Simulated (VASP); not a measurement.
A run of VASP 6.6.1 is set up as follows.

INCAR

```
  ALGO = Normal
  EDIFF = 1E-6
  ENCUT = 520
  GGA = PE
  ISIF = 2
  ISMEAR = 0
  LASPH = T
  LCHARG = F
  LREAL = F
  LWAVE = F
  NBANDS = 30
  NELM = 100
  PREC = Accurate
  SIGMA = 0.02
```

The input KPOINTS:

```
k-points
0
Gamma
  6 6 6
```

File POSCAR:

```
P
1.0
   -3.9396086906      3.9396086906      3.2176225229
    3.9396086906     -3.9396086906      3.2176225229
    3.9396086906      3.9396086906     -3.2176225229
P
8
Direct
    0.7766980187      0.0259941056      0.8693909092
    0.1566031964      0.9073071095      0.1306090908
    0.6573071095      0.4066031964      0.6306090908
    0.7759941056      0.0266980187      0.3693909092
    0.5933968036      0.2240058944      0.2507039131
    0.9733019813      0.3426928905      0.7492960869
    0.9740058944      0.8433968036      0.7507039131
    0.0926928905      0.2233019813      0.2492960869
```

Potentials or basis: VASP PAW PBE potentials, release 64 (P).

Run with:

```console
$ cat potpaw_PBE.64/P/POTCAR > POTCAR
$ mpirun -np 1 vasp_std > vasp.out
```

Question: What does it give for the pressure?

Answer: -0.2 GPa.

Question: What does it give for the largest force?

Answer: 0.065 eV/Å.

Question: What does it give for the band gap on the k mesh?

Answer: 1.63 eV (least direct gap 1.71 eV).

Forces in eV/Å, atoms in the order of the input:
```
P   -0.019  0.032  0.054
P    0.019 -0.032  0.054
P   -0.032  0.019  0.054
P    0.032 -0.019  0.054
P    0.019  0.032 -0.054
P   -0.019 -0.032 -0.054
P    0.032  0.019 -0.054
P   -0.032 -0.019 -0.054
```

A k mesh can miss the band edges.
